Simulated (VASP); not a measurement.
A run of VASP 6.6.1 is set up as follows.

The input INCAR:

```
SYSTEM = Gd
ALGO = Normal
EDIFF = 1E-6
EDIFFG = -0.005
ENCUT = 600
GGA = PE
IBRION = 2
ISIF = 3
ISMEAR = -1
ISPIN = 2
LASPH = .TRUE.
LCHARG = .FALSE.
LMAXMIX = 6
LORBIT = 11
LREAL = .FALSE.
LWAVE = .FALSE.
MAGMOM = 7 7
NELM = 150
NSW = 100
PREC = Accurate
SIGMA = 0.05
```

Contents of KPOINTS:

```
k-points
0
G
  10 10 6
  0 0 0
```

POSCAR

```
Gd
1.0
    3.7304835253      0.0000000000      0.0000000000
   -1.8652417626      3.2306935013      0.0000000000
    0.0000000000      0.0000000000      5.9328641456
Gd
2
Direct
    0.3333333333      0.6666666667      0.2500000000
    0.6666666667      0.3333333333      0.7500000000
```

Potentials or basis: VASP PAW PBE potentials, release 64 (Gd).

Command:

```console
$ cat potpaw_PBE.64/Gd/POTCAR > POTCAR
$ mpirun -np 1 vasp_std > vasp.out
```

Task: Estimate the relaxed volume.

Result: 33.62 Å³/atom.

Task: Estimate the net moment.

Result: 15.34 μB per cell.

Final structure:
```cif
data_structure
_symmetry_space_group_name_H-M 'P 1'
_symmetry_Int_Tables_number 1
_cell_length_a 3.6475
_cell_length_b 3.6475
_cell_length_c 5.8352
_cell_angle_alpha 90.000
_cell_angle_beta 90.000
_cell_angle_gamma 120.000
_cell_volume 67.23
loop_
_atom_site_label
_atom_site_type_symbol
_atom_site_fract_x
_atom_site_fract_y
_atom_site_fract_z
_atom_site_occupancy
Gd1 Gd 0.33333 0.66667 0.25000 1
Gd2 Gd 0.66667 0.33333 0.75000 1
```

 The state reached can hang on the start; a lower one may exist.
